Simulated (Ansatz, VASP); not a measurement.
**Pb in VASP and in Ansatz**

```
Pb
1.0
     0.00000    3.41689    3.41689
     3.41689    0.00000    3.41689
     3.41689    3.41689    0.00000
Pb
2
Direct
  0.76250 0.91250 0.91250
  0.23750 0.08750 0.08750
```

Change from the starting cell: shortest bond scaled by 0.7, LAPW.

Alike in both runs: task single point; functional PBE; k mesh 8 × 8 × 8; occupations fermi-dirac, width 0.05 eV; no spin polarisation.

```csv
,VASP,Ansatz
version,VASP 6.6.1,Ansatz 0.2.0
potentials or method,"VASP PAW PBE potentials, release 64 (Pb_d), cutoff 520 eV","all-electron LAPW, scalar-relativistic"
```

```csv
,VASP,Ansatz,Ansatz less VASP
pressure (GPa),30.5,30.7,+0.14
"traceless stress, the component that is largest in VASP (GPa)",-32.45,-32.58,-0.126
rms of the force components (eV/Å),13.895,13.956,+0.0607
```

Atom by atom the forces differ by 0.061 eV/Å (rms over components). Both programs put the cell under a high pressure, so it lies far from rest at this level. Ansatz ran all-electron here, and VASP with PAW potentials.

Spin-orbit coupling is off throughout.
